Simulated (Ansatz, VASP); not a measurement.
## Two plane-wave programs on SnO2

```
Sn O
1.0
     4.73800    0.00000    0.00000
     0.00000    4.73800    0.00000
     0.00000    0.00000    3.18650
Sn O
2 4
Direct
  0.00000 0.00000 0.00000
  0.50000 0.50000 0.50000
  0.30710 0.30710 0.00000
  0.19290 0.80710 0.50000
  0.69290 0.69290 0.00000
  0.80710 0.19290 0.50000
```

Alike in both runs: task single point; functional PBEsol; dispersion D4; k mesh 6 × 6 × 10; no spin polarisation.

|  | VASP | Ansatz |
| --- | --- | --- |
| version | VASP 6.6.1 | Ansatz 0.2.0 |
| potentials or method | VASP PAW PBE potentials, release 64 (Sn_d, O), cutoff 520 eV | plane waves, PAW |
| occupations | gaussian, width 0.01 eV | fixed |
| valence electrons in the cell | 52 | 52 |

Ansatz gave:

```
pressure (GPa)                                                : 2.7
traceless stress, the component that is largest in VASP (GPa) : 1.22
rms of the force components (eV/Å)                            : 0.097
```

Q: Which values does VASP return?

A: Pressure (GPa): 3.4; traceless stress, the component that is largest in VASP (GPa): 1.48; rms of the force components (eV/Å): 0.106.

VASP's potentials were made for PBE, not for PBEsol. Atom by atom the forces differ by 0.009 eV/Å (rms over components).
